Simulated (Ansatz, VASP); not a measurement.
**One calculation of BN, two programs**

The input INCAR:

```
PREC = Accurate
ENCUT = 520
EDIFF = 1E-6
ISMEAR = 0
SIGMA = 0.05
LREAL = False
LASPH = True
NELM = 100
ALGO = Normal
ISIF = 2
LWAVE = False
LCHARG = False
GGA = PE
NBANDS = 11
```

Contents of KPOINTS:

```
Automatic mesh
0
Gamma
  12 12 12
```

POSCAR

```
BN
1.0
    0.0000000000      1.8130010000      1.8130010000
    1.8130010000      0.0000000000      1.8130010000
    1.8130010000      1.8130010000      0.0000000000
B N
1 1
Direct
    0.0000000000      0.0000000000      0.0000000000
    0.7500000000      0.7500000000      0.9206337817
```

Input for Ansatz:

```yaml
crystal:
  lattice:
    - [0.0, 1.813001, 1.813001]
    - [1.813001, 0.0, 1.813001]
    - [1.813001, 1.813001, 0.0]
  atoms:
    - { symbol: B, position: [0.0, 0.0, 0.0] }
    - { symbol: "N", position: [0.75, 0.75, 0.9206337817] }
basis:
  ecutwfc: 420
kpoints:
  mp_grid: { grid: [12, 12, 12] }
hamiltonian:
  xc: pbe
scf:
  occupations: { method: gaussian, width: 0.05 }
output:
  forces: true
  stress: true
  eigenvalues: true
```

Change from the starting cell: all N atoms moved +0.438 Å, as atom 2 along Cartesian [1 1 0].

Alike in both runs: task single point; functional PBE; k mesh 12 × 12 × 12; occupations gaussian, width 0.05 eV; no spin polarisation.

|  | VASP | Ansatz |
| --- | --- | --- |
| version | VASP 6.6.1 | Ansatz 0.2.0 |
| potentials or method | VASP PAW PBE potentials, release 64 (B, N), cutoff 520 eV | scalar-relativistic, plane waves, PAW |
| valence electrons in the cell | 8 | 8 |

|  | VASP | Ansatz | Ansatz less VASP |
| --- | --- | --- | --- |
| gap on the k mesh at the Fermi level (eV) | 0.96 | 0.98 | +0.015 |
| least direct gap on the mesh (eV) | 4.93 | 4.94 | +0.009 |
| rms of the force components (eV/Å) | 7.911 | 7.891 | -0.0200 |

Atom by atom the forces differ by 0.020 eV/Å (rms over components).
